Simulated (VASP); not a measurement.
Crystal: O.

```xyz
1
Lattice="1.7756 0.0000 0.0000 0.0000 1.7756 0.0000 0.0000 0.0000 3.0530" Properties=species:S:1:pos:R:3 pbc="T T T"
O     0.0000    0.0000    0.0000
```

Base run:

| Item | Value |
| --- | --- |
| Program | VASP 6.6.1 |
| Functional | r2SCAN |
| Potentials or basis | VASP PAW PBE potentials, release 64 (O) |
| Cutoff | 660 eV |
| k mesh | 18 × 18 × 11 |
| Occupations | fermi-dirac, width 0.025 eV |
| Spin | no spin polarisation |

Its results: band gap on the k mesh zero (bands 3 and 4 overlap by 5.61 eV); pressure -1.3 GPa.

Q: The run is repeated on the same cell with these changes: occupations from fermi-dirac, width 0.025 eV to fermi-dirac, width 0.15 eV. What comes out?

A: Band gap on the k mesh zero (bands 3 and 4 overlap by 5.61 eV); pressure -0.7 GPa.

Caveats: the PAW data sets were made with another functional, which shifts forces and pressure a little.
